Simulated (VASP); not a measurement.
PbF2: single point with PBE

Slab: PbF2, a slab with vacuum.

```xyz
9
Lattice="4.2427 0.0000 0.0000 -2.1214 3.6743 0.0000 0.0000 0.0000 18.6605" Properties=species:S:1:pos:R:3 pbc="T T T"
F     0.0000    0.0000    5.0000
F     0.0000    2.4495    6.7321
F     2.1214    1.2248    8.4642
F     0.0000    0.0000   10.1963
F     0.0000    2.4495   11.9284
F     2.1214    1.2248   13.6605
Pb    2.1214    1.2248    5.8660
Pb    0.0000    2.4495    9.3302
Pb    0.0000    0.0000   12.7944
```

| Item | Value |
| --- | --- |
| Program | VASP 6.6.1 |
| Task | single point |
| Functional | PBE |
| Potentials or basis | VASP PAW PBE potentials, release 64 (F, Pb_d) |
| Cutoff | 520 eV |
| k mesh | 9 × 9 × 1 |
| Occupations | gaussian, width 0.05 eV |
| Spin | no spin polarisation |

The largest force is 0.285 eV/Å and the band gap on the k mesh is 4.27 eV, indirect (least direct gap 4.36 eV).

Forces in eV/Å, atoms in the order of the input:
```
F    0.000  0.000  0.285
F    0.000  0.000  0.174
F    0.000  0.000 -0.172
F    0.000  0.000  0.172
F    0.000  0.000 -0.174
F    0.000  0.000 -0.285
Pb   0.000  0.000 -0.247
Pb   0.000  0.000  0.000
Pb   0.000  0.000  0.247
```

Levels at points of the mesh, in eV from the valence-band top:
```csv
k point,band 40,band 41,band 42,band 43,band 44,band 45
"(0.00, 0.00, 0.00)",-1.05,-0.99,-0.65,4.35,4.46,5.53
```

It took 3.8 min on 1 thread of Intel(R) Xeon(R) Platinum 8488C (Sapphire Rapids) (shared host), peak memory 0.44 GiB.

Caveat: spin-orbit coupling is left out, which moves the levels of the heavy elements.
